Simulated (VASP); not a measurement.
# Fe (Im-3m) in VASP: further runs

Fe is run at these levels: revPBE, BLYP+D3(BJ), LDA, PBE, r2SCAN; tasks: single point, relaxation of cell and atoms.

Everything below comes from runs of VASP 6.6.1. Logs are shortened: lines on timing, memory, paths and dates and some standing lists are left out, and cuts for length are marked.

## 1. The cell of the first run

Symmetry: Im-3m, No. 229, cubic system. The conventional cell has a = 2.863 Å, b = 2.863 Å, c = 2.863 Å, α = 90.00°, β = 90.00°, γ = 90.00°. Within 3.3 Å of Fe (site symmetry m-3m) lie 14 Fe at 2.48 to 2.86 Å.

## 2. Single point, revPBE, collinear spin, ferromagnetic start

The input, INCAR:

```
SYSTEM = Fe
PREC     = Accurate       ! precision mode
ENCUT    = 600            ! plane-wave cutoff, eV
EDIFF    = 1E-6           ! SCF threshold, eV
ISMEAR   = 0              ! smearing method
SIGMA    = 0.1            ! smearing width, eV
LREAL    = .FALSE.        ! projectors in reciprocal space
LASPH    = .TRUE.         ! aspherical terms in the spheres
NELM     = 200            ! most SCF steps
ALGO     = Normal         ! electronic algorithm
ISIF     = 2              ! what is computed and relaxed
LWAVE    = .FALSE.        ! write WAVECAR
LCHARG   = .TRUE.         ! write CHGCAR
ISPIN    = 2              ! spin polarisation
MAGMOM   = 4              ! initial moments
LORBIT   = 11             ! projections on sites
LMAXMIX  = 4              ! l up to which the mixer works
GGA      = RE             ! functional
LELF     = .TRUE.         ! ELF
LVHAR    = .TRUE.       
NBANDS   = 14             ! bands
GGA_COMPAT= .FALSE.
```

The input, KPOINTS:

```
Automatic mesh
0
G
  8 8 8
  0 0 0
```

The input, POSCAR:

```
Fe
1.0
   -1.4315177495      1.4315177495      1.4315177495
    1.4315177495     -1.4315177495      1.4315177495
    1.4315177495      1.4315177495     -1.4315177495
Fe
1
Direct
    0.0000000000      0.0000000000      0.0000000000
```

Potentials or basis: VASP PAW PBE potentials, release 64 (Fe).

Launch:

```sh
$ cat potpaw_PBE.64/Fe/POTCAR > POTCAR
$ mpirun -np 1 vasp_std > vasp.out
```

OUTCAR:

```text
SYSTEM = Fe
   PREC = Accurate
   ENCUT = 600
   EDIFF = 1E-6
   ISMEAR = 0
   LREAL = .FALSE.
   LASPH = .TRUE.
   NELM = 200
   ISIF = 2
   ISPIN = 2
   LORBIT = 11
   GGA = RE

 ion  position               nearest neighbor table
   1  0.000  0.000  0.000-

  LATTYP: Found a body centered cubic cell.
 ALAT       =     2.8630354990

  Lattice vectors:

 A1 = (  -1.4315177495,   1.4315177495,   1.4315177495)
 A2 = (   1.4315177495,  -1.4315177495,   1.4315177495)
 A3 = (   1.4315177495,   1.4315177495,  -1.4315177495)

Analysis of symmetry for initial positions (statically):
=====================================================================
 Subroutine PRICEL returns:
 Original cell was already a primitive cell.

 Routine SETGRP: Setting up the symmetry group for a
 body centered cubic supercell.

 Subroutine GETGRP returns: Found 48 space group operations
 (whereof 48 operations were pure point group operations)
 out of a pool of 48 trial point group operations.

The static configuration has the point symmetry O_h .

Analysis of symmetry for dynamics (positions and initial velocities):
=====================================================================
 Subroutine PRICEL returns:
 Original cell was already a primitive cell.

 Routine SETGRP: Setting up the symmetry group for a
 body centered cubic supercell.

 Subroutine GETGRP returns: Found 48 space group operations
 (whereof 48 operations were pure point group operations)
 out of a pool of 48 trial point group operations.

The dynamic configuration has the point symmetry O_h .

Analysis of structural, dynamic, and magnetic symmetry:
=====================================================================
 Subroutine PRICEL returns:
 Original cell was already a primitive cell.

 Routine SETGRP: Setting up the symmetry group for a
 body centered cubic supercell.

 Subroutine GETGRP returns: Found 48 space group operations
 (whereof 48 operations were pure point group operations)
 out of a pool of 48 trial point group operations.

The overall configuration has the point symmetry O_h .

 Subroutine INISYM returns: Found 48 space group operations
 (whereof 48 operations are pure point group operations),
 and found     1 'primitive' translations

----------------------------------------------------------------------------------------

                                     Primitive cell

  volume of cell :      11.7341

  direct lattice vectors                    reciprocal lattice vectors
    -1.431517749  1.431517749  1.431517749     0.000000000  0.349279637  0.349279637
     1.431517749 -1.431517749  1.431517749     0.349279637  0.000000000  0.349279637
     1.431517749  1.431517749 -1.431517749     0.349279637  0.349279637  0.000000000

  length of vectors
     2.479461474  2.479461474  2.479461474     0.493956000  0.493956000  0.493956000

  position of ions in fractional coordinates (direct lattice)
     0.000000000  0.000000000  0.000000000

  ion indices of the primitive-cell ions
   primitive index   ion index
                 1           1

----------------------------------------------------------------------------------------

 KPOINTS: Automatic mesh

Automatic generation of k-mesh.
 Grid dimensions read from file:
 generate k-points for:    8    8    8

 Generating k-lattice:

  Cartesian coordinates                     Fractional coordinates (reciprocal lattice)
     0.000000000  0.043659955  0.043659955     0.125000000  0.000000000  0.000000000
     0.043659955  0.000000000  0.043659955     0.000000000  0.125000000  0.000000000
     0.043659955  0.043659955  0.000000000     0.000000000  0.000000000  0.125000000

  Length of vectors
     0.061744500  0.061744500  0.061744500

  Shift w.r.t. Gamma in fractional coordinates (k-lattice)
     0.000000000  0.000000000  0.000000000

 Subroutine IBZKPT returns following result:
 ===========================================

 Found     29 irreducible k-points:

 Following reciprocal coordinates:
            Coordinates               Weight
  0.000000  0.000000  0.000000      1.000000
  0.125000  0.000000  0.000000     12.000000
  0.250000  0.000000  0.000000     12.000000
  0.375000  0.000000  0.000000     12.000000
  0.500000  0.000000  0.000000      6.000000
  0.125000  0.125000  0.000000     24.000000
[... 16 lines left out ...]
 -0.250000  0.250000  0.250000      6.000000
 -0.375000  0.375000  0.250000     24.000000
 [... further k-points ...]
   k-points           NKPTS =     29   k-points in BZ     NKDIM =     29   number of bands    NBANDS=     14
   number of dos      NEDOS =    301   number of ions     NIONS =      1
   total plane-waves  NPLWV =   8000
   dimension x,y,z NGX =    20 NGY =   20 NGZ =   20
   dimension x,y,z NGXF=    40 NGYF=   40 NGZF=   40
   ions per type =               1
   NGX,Y,Z   is equivalent  to a cutoff of  13.41, 13.41, 13.41 a.u.
   NGXF,Y,Z  is equivalent  to a cutoff of  26.82, 26.82, 26.82 a.u.
 SYSTEM =  Fe
   PREC   = accura    normal or accurate (medium, high low for compatibility)
   ISTART =      0    job   : 0-new  1-cont  2-samecut
   ICHARG =      2    charge: 1-file 2-atom 10-const
   ISPIN  =      2    spin polarized calculation?
   LNONCOLLINEAR =      F non collinear calculations
   LSORBIT =      F    spin-orbit coupling
   LASPH  =      T    aspherical Exc in radial PAW
   ENCUT  =  600.0 eV  44.10 Ry    6.64 a.u.   4.95  4.95  4.95*2*pi/ulx,y,z
   NELM   =    200;   NELMIN=  2; NELMDL= -5     # of ELM steps
   EDIFF  = 0.1E-05   stopping-criterion for ELM
   LREAL  =      F    real-space projection
   EDIFFG = 0.1E-04   stopping-criterion for IOM
   NSW    =      0    number of steps for IOM
   IBRION =     -1    ionic relax: 0-MD 1-quasi-New 2-CG
   NFREE  =      0    steps in history (QN), initial steepest desc. (CG)
   ISIF   =      2    stress and relaxation
   ISYM   =      2    0-nonsym 1-usesym 2-fastsym
   POTIM  = 0.5000    time-step for ionic-motion
   TEBEG  =    0.0;   TEEND  =   0.0 temperature during run
   PSTRESS=    0.0 pullay stress
   NELECT =       8.0000    total number of electrons
   NUPDOWN=      -1.0000    fix difference up-down
   EMIN   =  10.00;   EMAX   =-10.00  energy-range for DOS
   EFERMI =   0.00;   METHOD = LEGACY
   ISMEAR =     0;   SIGMA  =   0.10  broadening in eV -4-tet -1-fermi 0-gaus
   EFERMI_NEDOS =   21; number of points for ismear=-14 and -15
   IALGO  =     38    algorithm
   IMIX   =      4    mixing-type and parameters
     AMIX     =   0.40;   BMIX     =  1.00
     AMIX_MAG =   1.60;   BMIX_MAG =  1.00
  volume/ion in A,a.u.               =      11.73        79.19
  Fermi-wavevector in a.u.,A,eV,Ry     =   1.440859  2.722828 28.246703  2.076074
  Thomas-Fermi vector in A             =   2.559556
   LORBIT       =     11    0 simple, 1 ext, 2 COOP (PROOUT), +10 PAW based schemes
   GGA     = RE    functional components
   LHFCALC =     F    Hartree Fock is set to
   AEXX    =    0.0000 exact exchange contribution
   IVDW    =     0    specifies the selected vdW correction
   LEPSILON=     F    determine dielectric tensor
   LRPA    =     F    only Hartree local field effects (RPA)
 spin polarized calculation
 Gauss-broadening in eV      SIGMA  =   0.10
  energy-cutoff  :      600.00
  volume of cell :       11.73
 maximum number of plane-waves:       402
   NGX =  9   NGY =  9   NGZ =  9

 number of electron       7.9999998 magnetization       2.3540424

 Free energy of the ion-electron system (eV)
  ---------------------------------------------------
  ext. energy  EPLUGINS =         0.00000000
  ---------------------------------------------------
  free energy    TOTEN  =        -7.85322741 eV

  energy without entropy =       -7.84938149  energy(sigma->0) =       -7.85130445

 E-fermi :   5.5513     XC(G=0): -12.8631

 val. band max:        5.5384549597   @ k =   0.1250   0.1250   0.1250
 cond. band min:       5.5605721024   @ k =   0.5000   0.5000   0.5000
 fundamental gap:      0.0221171427
 Fermi energy:         5.5513391204

 spin component 1

 k-point     1 :       0.0000    0.0000    0.0000
  band No.  band energies     occupation
      1      -2.6251      1.00000
      2       3.2723      1.00000
      3       3.2723      1.00000
      4       3.2723      1.00000
      5       4.4694      1.00000
      6       4.4694      1.00000
      7      30.3049      0.00000
      8      30.3049      0.00000
      9      30.3049      0.00000
     10      35.2012      0.00000
     11      35.2012      0.00000
     12      37.3077      0.00000
     13      37.3077      0.00000
     14      37.3077      0.00000
[... 375 lines left out ...]
 k-point    24 :      -0.3750    0.3750    0.2500
  band No.  band energies     occupation
      1       1.5890      1.00000
      2       2.0696      1.00000
      3       3.7149      1.00000
      4       4.1246      1.00000
      5       5.2089      1.00000
      6       7.8100      0.00000
      7      17.0925      0.00000
      8      19.9884      0.00000
      9      22.7010      0.00000
     10      26.1030      0.00000
     11      35.5574      0.00000
     12      37.5475      0.00000
     13      40.3878      0.00000
     14      45.1403      0.00000

 [... further k-points ...]

 spin component 2

 k-point     1 :       0.0000    0.0000    0.0000
  band No.  band energies     occupation
      1      -2.5084      1.00000
      2       5.4401      0.94222
      3       5.4402      0.94204
      4       5.4402      0.94203
      5       7.3693      0.00000
      6       7.3694      0.00000
      7      29.9436      0.00000
      8      29.9436      0.00000
      9      29.9436      0.00000
     10      35.2715      0.00000
     11      35.2715      0.00000
     12      37.9936      0.00000
     13      37.9936      0.00000
     14      37.9937      0.00000
[... 375 lines left out ...]
 k-point    24 :      -0.3750    0.3750    0.2500
  band No.  band energies     occupation
      1       2.8792      1.00000
      2       4.1226      1.00000
      3       5.8108      0.00012
      4       6.3366      0.00000
      5       7.6165      0.00000
      6       9.4462      0.00000
      7      17.9175      0.00000
      8      20.5902      0.00000
      9      23.2867      0.00000
     10      26.5415      0.00000
     11      36.2831      0.00000
     12      37.9688      0.00000
     13      40.8246      0.00000
     14      45.5258      0.00000

 [... further k-points ...]
[... 5 lines left out ...]
  --------------------------------------------------------------------------------------
  -------------------------------------------------------------------------------------
  Total        0.0391818      0.0391818      0.0391818      0.0000000     -0.0000000     -0.0000000
  in kB        5.3498891      5.3498891      5.3498891      0.0000000     -0.0000000     -0.0000000
  external PRESSURE =       5.3498891 kB  Pullay stress =       0.0000000 kB

 VOLUME and BASIS-vectors are now :
 -----------------------------------------------------------------------------
  energy-cutoff  :      600.00
  volume of cell :       11.73
      direct lattice vectors                 reciprocal lattice vectors
    -1.431517749  1.431517749  1.431517749     0.000000000  0.349279637  0.349279637
     1.431517749 -1.431517749  1.431517749     0.349279637  0.000000000  0.349279637
     1.431517749  1.431517749 -1.431517749     0.349279637  0.349279637  0.000000000

 POSITION                                       TOTAL-FORCE (eV/Angst)
 -----------------------------------------------------------------------------------
      0.00000      0.00000      0.00000         0.000000      0.000000      0.000000
 -----------------------------------------------------------------------------------
    total drift:                                0.000000     -0.000000      0.000000

  FREE ENERGIE OF THE ION-ELECTRON SYSTEM (eV)
  ---------------------------------------------------
  free  energy   TOTEN  =        -7.8532274082 eV

  energy  without entropy=       -7.8493814880  energy(sigma->0) =       -7.85130445

 total charge

# of ion       s       p       d       tot
------------------------------------------
    1        0.472   0.516   6.211   7.198

 magnetization (x)

# of ion       s       p       d       tot
------------------------------------------
    1       -0.017  -0.066   2.446   2.363
```

Wall time 30 s (1 thread of Intel Xeon 8259CL, shared host); peak memory 0.14 GiB.

Results:

| Quantity | Value |
| --- | --- |
| Free energy | -7.8532 eV |
| Pressure | 0.5 GPa |
| Net moment | 2.35 μB per cell |
| Site moments | Fe +2.36 μB |
| Valence electrons inside the program's atomic spheres | Fe 7.20 |

Caveat: the k points lie up to 0.39 Å⁻¹ apart; the PAW data sets were made with another functional, which shifts forces and pressure a little.

## 3. Single point, BLYP+D3(BJ), collinear spin, ferromagnetic start

The input, INCAR:

```
AGGAC    = 1.0          
AGGAX    = 1.0          
ALDAC    = 0.0          
ALDAX    = 1.0          
ALGO     = Normal         # electronic algorithm
EDIFF    = 1E-6           # SCF threshold, eV
ENCUT    = 600            # plane-wave cutoff, eV
GGA      = B5             # functional
GGA_COMPAT= F            
ISIF     = 2              # what is computed and relaxed
ISMEAR   = 0              # smearing method
ISPIN    = 2              # spin polarisation
IVDW     = 12             # dispersion correction
LASPH    = T              # aspherical terms in the spheres
LCHARG   = F              # write CHGCAR
LMAXMIX  = 4              # l up to which the mixer works
LORBIT   = 11             # projections on sites
LREAL    = F              # projectors in reciprocal space
LWAVE    = F              # write WAVECAR
MAGMOM   = 2.59           # initial moments
NBANDS   = 14             # bands
NELM     = 200            # most SCF steps
PREC     = Accurate       # precision mode
SIGMA    = 0.1            # smearing width, eV
VDW_A1   = 0.4298       
VDW_A2   = 4.2359       
VDW_S6   = 1.0          
VDW_S8   = 2.6996
```

The input, KPOINTS:

```
k-points
0
Gamma
  8 8 8
```

POSCAR is that of step 2.

Potentials or basis: VASP PAW PBE potentials, release 64 (Fe).

Launch:

```sh
$ cat potpaw_PBE.64/Fe/POTCAR > POTCAR
$ mpirun -np 1 vasp_std > vasp.out
```

Wall time 95 s (1 thread of Intel Xeon 8259CL, shared host); peak memory 0.15 GiB.

Results (log left out):

```yaml
Free_energy: -7.9606 eV
Pressure: -7.1 GPa
Net_moment: 2.31 μB per cell
Site_moments: Fe +2.31 μB
Valence_electrons_inside_the_program's_atomic_spheres: Fe 7.25
Dispersion_energy_per_atom: -0.796 eV
```

Levels at points of the mesh, in eV from the Fermi level:
Spin up:
```
           k point  band 3  band 4  band 5  band 6  band 7  band 8
(0.00, 0.00, 0.00)   -2.29   -2.29   -1.06   -1.06   25.02   25.02
(0.50, 0.00, 0.00)   -1.02   -0.89    0.29    0.75    7.13   18.34
(0.50, 0.50, 0.50)    0.03    0.03    0.03    9.82    9.82    9.82
```
Spin down:
| k point | band 1 | band 2 | band 3 | band 4 | band 5 | band 6 | band 7 |
| --- | --- | --- | --- | --- | --- | --- | --- |
| (0.00, 0.00, 0.00) | -7.91 | -0.29 | -0.29 | -0.29 | 1.64 | 1.64 | 24.77 |
| (0.50, 0.00, 0.00) | -3.40 | -1.51 | 0.86 | 1.51 | 1.88 | 2.61 | 8.52 |
| (0.50, 0.50, 0.50) | -2.79 | -2.79 | 2.31 | 2.31 | 2.31 | 10.10 | 10.10 |

Caveat: the k points lie up to 0.39 Å⁻¹ apart; three body term missing; the PAW data sets were made with another functional, which shifts forces and pressure a little; pairwise dispersion overbinds metals, which lowers pressure and volume.

## 4. Single point, LDA, collinear spin, ferromagnetic start

The input, INCAR:

```
SYSTEM = Fe
PREC = Accurate ; ENCUT = 600
EDIFF = 1E-6 ; ISMEAR = 1
SIGMA = 0.24 ; LREAL = .FALSE.
LASPH = .TRUE. ; NELM = 200
ALGO = Normal ; ISIF = 2
LWAVE = .FALSE. ; LCHARG = .TRUE.
ISPIN = 2 ; MAGMOM = 4
LORBIT = 11 ; LMAXMIX = 4
LELF = .TRUE. ; LVHAR = .TRUE.
NBANDS = 14 ; GGA_COMPAT = .FALSE.
```

The input, KPOINTS:

```
Automatic mesh
0
G
  8 8 8
  0 0 0
```

POSCAR is that of step 3.

Potentials or basis: VASP PAW LDA potentials, release 64 (Fe).

Launch:

```sh
$ cat potpaw_LDA.64/Fe/POTCAR > POTCAR
$ mpirun -np 1 vasp_std > vasp.out
```

Wall time 21 s (1 thread of Intel Xeon 8259CL, shared host); peak memory 0.13 GiB.

It converged, with:

- Free energy: -9.0987 eV
- Pressure: -24.1 GPa
- Net moment: 2.10 μB per cell
- Site moments: Fe +2.09 μB
- Valence electrons inside the program's atomic spheres: Fe 7.21

Levels at points of the mesh, in eV from the Fermi level:
Spin up:
| k point | band 3 | band 4 | band 5 | band 6 | band 7 | band 8 |
| --- | --- | --- | --- | --- | --- | --- |
| (0.00, 0.00, 0.00) | -2.18 | -2.18 | -0.90 | -0.90 | 24.59 | 24.59 |
| (0.50, 0.00, 0.00) | -0.88 | -0.72 | 0.42 | 0.47 | 7.09 | 18.01 |
| (0.50, 0.50, 0.50) | 0.16 | 0.16 | 0.16 | 9.60 | 9.60 | 9.60 |
Spin down:
| k point | band 1 | band 2 | band 3 | band 4 | band 5 | band 6 | band 7 | band 8 |
| --- | --- | --- | --- | --- | --- | --- | --- | --- |
| (0.00, 0.00, 0.00) | -7.96 | -0.45 | -0.45 | -0.45 | 1.32 | 1.32 | 24.71 | 24.71 |
| (0.50, 0.00, 0.00) | -3.53 | -1.66 | 0.79 | 1.23 | 1.55 | 2.42 | 8.36 | 18.28 |
| (0.50, 0.50, 0.50) | -3.02 | -3.02 | 2.13 | 2.13 | 2.13 | 10.02 | 10.02 | 10.02 |

Caveat: the k points lie up to 0.39 Å⁻¹ apart.

(Continued in part 2 of 2.)
